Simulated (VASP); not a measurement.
Set up this calculation in VASP 6.6.1, as the native input.

```
Task                   : single point
Functional             : r2SCAN
Potentials or basis    : VASP PAW PBE potentials, release 64 (Be, Mg, Te)
Cutoff                 : 520 eV
k mesh                 : 6 × 6 × 2
Occupations            : fermi-dirac, width 0.02 eV
Spin                   : no spin polarisation
Dipole correction      : no
Further INCAR settings : ALGO = Normal; EDIFF = 1e-06; NBANDS = 21
```

Crystal: MgBe2Te3.

```xyz
6
Lattice="4.1617 0.0000 0.0000 -2.0808 3.6041 0.0000 0.0000 0.0000 10.4445" Properties=species:S:1:pos:R:3 pbc="T T T"
Be    0.0000    0.0000   -0.1241
Be    2.0808    1.2014    7.1118
Mg    0.0000    2.4027    3.5370
Te    2.0808    1.2014    9.5533
Te    0.0000    2.4027    6.3296
Te    0.0000    0.0000    2.3148
```

The input as run:

POSCAR

```
MgBe2Te3
1.0
    4.1616767904      0.0000000000      0.0000000000
   -2.0808383952      3.6041178228      0.0000000000
    0.0000000000      0.0000000000     10.4445297631
Be Mg Te
2 1 3
Direct
    0.0000000000      0.0000000000     -0.0118794103
    0.6666666667      0.3333333333      0.6809078845
    0.3333333333      0.6666666667      0.3386508357
    0.6666666667      0.3333333333      0.9146672969
    0.3333333333      0.6666666667      0.6060218565
    0.0000000000      0.0000000000      0.2216315366
```

INCAR.step1

```
SYSTEM = MgBe2Te3
  PREC = Accurate
  ENCUT = 520
  ISMEAR = -1
  SIGMA = 0.02
  LREAL = .FALSE.
  LASPH = .TRUE.
  NELM = 60
  NBANDS = 21
  GGA = PE
  ALGO = Normal
  EDIFF = 1E-4
  LWAVE = .TRUE.
  LCHARG = .FALSE.
```

INCAR.step2

```
SYSTEM = MgBe2Te3
  PREC = Accurate
  ENCUT = 520
  EDIFF = 1E-6
  ISMEAR = -1
  SIGMA = 0.02
  LREAL = .FALSE.
  LASPH = .TRUE.
  NELM = 60
  ALGO = Normal
  ISIF = 2
  LWAVE = .FALSE.
  LCHARG = .FALSE.
  METAGGA = R2SCAN
  LMIXTAU = .TRUE.
  NBANDS = 21
  ISTART = 1
```

KPOINTS

```
Automatic mesh
0
G
  6 6 2
  0 0 0
```

Potentials or basis: VASP PAW PBE potentials, release 64 (Be, Mg, Te).

Launch:

```bash
$ cat potpaw_PBE.64/Be/POTCAR potpaw_PBE.64/Mg/POTCAR potpaw_PBE.64/Te/POTCAR > POTCAR
$ cp INCAR.step1 INCAR
$ mpirun -np 1 vasp_std > vasp.out
$ cp INCAR.step2 INCAR
$ mpirun -np 1 vasp_std > vasp.out
```

It gave:

The pressure is 0.0 GPa, the largest force is 0.025 eV/Å and the band gap on the k mesh is 2.29 eV (least direct gap 2.97 eV).

Caveat: the PAW data sets were made with another functional, which shifts forces and pressure a little; spin-orbit coupling is left out, which moves the levels of the heavy elements.

Run time: 89 s on 1 thread of Intel(R) Xeon(R) 6975P-C (Granite Rapids), on a shared host, peak memory 0.32 GiB.
